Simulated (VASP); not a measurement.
Write the native input for VASP 6.6.1 that does the following.

| Item | Value |
| --- | --- |
| Task | single point |
| Functional | HSE06 |
| Potentials or basis | VASP PAW PBE potentials, release 64 (Hf_pv, N) |
| Cutoff | 520 eV |
| k mesh | 5 × 5 × 5 |
| Occupations | fermi-dirac, width 0.05 eV |
| Spin | no spin polarisation |
| Dipole correction | no |
| Grid for exact exchange (PRECFOCK) | Normal |
| Further INCAR settings | ALGO = Normal; EDIFF = 1e-07; NBANDS = 14 |
| Share of exact exchange | 0.25 |
| Screening parameter | 0.2079 1/Å |

The system is HfN.

```
CELL_PARAMETERS angstrom
2.82503 0.00000 0.00000
0.00000 2.82503 0.00000
0.00000 0.00000 2.82503
ATOMIC_POSITIONS crystal
Hf 0.50000 0.50000 0.50000
N 0.00000 0.00000 0.00000
```

One way to write it, as run:

POSCAR

```
HfN
1.0
    2.8250300000      0.0000000000      0.0000000000
    0.0000000000      2.8250300000      0.0000000000
    0.0000000000      0.0000000000      2.8250300000
Hf N
1 1
Direct
    0.5000000000      0.5000000000      0.5000000000
    0.0000000000      0.0000000000      0.0000000000
```

INCAR.step1

```
PREC = Accurate
ENCUT = 520
EDIFF = 1E-5
ISMEAR = -1
SIGMA = 0.05
LREAL = False
LASPH = True
NELM = 60
ALGO = Normal
ISIF = 2
LWAVE = True
LCHARG = False
NBANDS = 14
GGA = PE
```

INCAR.step2

```
PREC = Accurate
ENCUT = 520
EDIFF = 1E-7
ISMEAR = -1
SIGMA = 0.05
LREAL = False
LASPH = True
NELM = 60
ALGO = Normal
ISIF = 2
LWAVE = False
LCHARG = False
GGA = PE
LHFCALC = True
HFSCREEN = 0.2079
PRECFOCK = Normal
NBANDS = 14
ISTART = 1
```

KPOINTS

```
Automatic mesh
0
Gamma
  5 5 5
```

Potentials or basis: VASP PAW PBE potentials, release 64 (Hf_pv, N).

The run is started by

```console
$ cat potpaw_PBE.64/Hf_pv/POTCAR potpaw_PBE.64/N/POTCAR > POTCAR
$ cp INCAR.step1 INCAR
$ mpirun -np 1 vasp_std > vasp.out
$ cp INCAR.step2 INCAR
$ mpirun -np 1 vasp_std > vasp.out
```

Results of the run:

The pressure is -11.1 GPa and the band gap on the k mesh is zero (an odd number of electrons rules out a gap without spin polarisation).

Caveat: the k points lie up to 0.44 Å⁻¹ apart, too coarse for converged energies and pressures of a metal; the PAW data sets were made with another functional, which shifts forces and pressure a little; spin-orbit coupling is left out, which moves the levels of the heavy elements.

Wall time 9.2 min on 1 thread of AMD EPYC 7R43 64-Core Processor (Zen 3), with other jobs on the host, peak memory 0.22 GiB.
